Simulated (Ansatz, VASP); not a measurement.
Two plane-wave programs on BaTe

```
Ba Te
1.0
     0.00000    3.30784    3.30784
     3.30784    0.00000    3.30784
     3.30784    3.30784    0.00000
Ba Te
1 1
Direct
  0.00000 0.00000 0.00000
  0.50000 0.50000 0.50000
```

Alike in both runs: task single point; functional PBE; k mesh 8 × 8 × 8; occupations gaussian, width 0.02 eV; no spin polarisation.

```csv
,VASP,Ansatz
version,VASP 6.6.1,Ansatz 0.2.0
potentials or method,"VASP PAW PBE potentials, release 64 (Ba_sv, Te), cutoff 520 eV","scalar-relativistic, plane waves, PAW"
valence electrons in the cell,16,26
```

```tsv
	VASP	Ansatz	Ansatz less VASP
gap on the k mesh at the Fermi level (eV)	1.06	1.18	+0.124
least direct gap on the mesh (eV)	1.42	1.49	+0.075
pressure (GPa)	9.3	8.7	-0.59
```

VASP's potentials hold 16 valence electrons a cell and Ansatz's 26, so a difference there can come from the potentials and not from the codes.

Spin-orbit coupling is off throughout.
